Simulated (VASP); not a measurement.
A run of VASP 6.6.1 is set up as follows.

Contents of INCAR:

```
SYSTEM = MgF2
PREC = Accurate ; ENCUT = 580
EDIFF = 1E-8 ; ISMEAR = 0
SIGMA = 0.01 ; LREAL = .FALSE.
LASPH = .TRUE. ; NELM = 120
ALGO = Normal ; ISIF = 2
LWAVE = .FALSE. ; LCHARG = .FALSE.
METAGGA = R2SCAN ; LMIXTAU = .TRUE.
LCALCEPS = .TRUE. ; GGA_COMPAT = .FALSE.
```

KPOINTS

```
Automatic mesh
0
G
  4 4 8
  0 0 0
```

The input POSCAR:

```
MgF2
1.0
    4.4833555148      0.0000000000      0.0000000000
    0.0000000000      4.4833555148      0.0000000000
    0.0000000000      0.0000000000      3.1100508258
Mg F
2 4
Direct
    0.0000000000      0.0000000000      0.0000000000
    0.5000000000      0.5000000000      0.5000000000
    0.3038896615      0.3038896615      0.0000000000
    0.1961103385      0.8038896615      0.5000000000
    0.8038896615      0.1961103385      0.5000000000
    0.6961103385      0.6961103385      0.0000000000
```

Potentials or basis: VASP PAW PBE potentials, release 64 (Mg, F).

The run is started by

```bash
$ cat potpaw_PBE.64/Mg/POTCAR potpaw_PBE.64/F/POTCAR > POTCAR
$ mpirun -np 1 vasp_std > vasp.out
```

**Question.** What does it give for the electronic dielectric tensor (diagonal)?

**Answer.** 1.91, 1.91, 1.95.

**Question.** What does it give for the Born charges (mean of the diagonal)?

**Answer.** Mg +1.99; F -1.00 e.

**Question.** What does it give for the band gap on the k mesh?

**Answer.** 8.24 eV.

Dipole moments of the cell (e·Å, modulo the quantum): ionic -4.483, -4.483, -24.880; electronic 0.000, 0.000, 0.003

Caveat: the cell differs from its parent crystal (epitaxial xy strain -3.0%); the structure was generated, so it needn't be the stable form of MgF2. A k mesh can miss the band edges.
